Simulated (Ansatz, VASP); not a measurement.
Ti5WN6: VASP beside Ansatz

```xyz
12
Lattice="2.9971 0.0000 0.0000 -1.4986 2.5956 0.0000 0.0000 0.0000 14.9318" Properties=species:S:1:pos:R:3 pbc="T T T"
Ti    1.4986    0.8652   10.0493
Ti    0.0000    1.7304    4.8824
Ti    1.4986    0.8652    2.4575
Ti    0.0000    0.0000    0.0000
Ti    0.0000    1.7304   12.4743
W     0.0000    0.0000    7.4659
N     0.0000    1.7304    8.7877
N     1.4986    0.8652    6.1441
N     0.0000    0.0000    3.6962
N     0.0000    1.7304    1.2242
N     1.4986    0.8652   13.7076
N     0.0000    0.0000   11.2355
```

Alike in both runs: functional PBE; k mesh 12 × 12 × 4; occupations gaussian, width 0.1 eV; no spin polarisation.

Ansatz relaxed the structure, and its values are those at the end. VASP's run is a single point on that final structure, the one shown.

|  | VASP | Ansatz |
| --- | --- | --- |
| version | VASP 6.6.1 | Ansatz 0.2.0 |
| potentials or method | VASP PAW PBE potentials, release 64 (Ti_sv, W_sv, N), cutoff 520 eV | scalar-relativistic, plane waves, PAW |
| valence electrons in the cell | 104 | 104 |

|  | VASP | Ansatz | Ansatz less VASP |
| --- | --- | --- | --- |
| gap on the k mesh at the Fermi level (eV) | none | none | - |
| pressure (GPa) | 0.6 | 0.0 | -0.63 |
| rms of the force components (eV/Å) | 0.006 | 0.001 | -0.0052 |

A gap of «none» marks a metal or a gap that the smearing closes. With one functional, cell and mesh, what is left measures potentials, basis and numerics.

Spin-orbit coupling is off throughout.
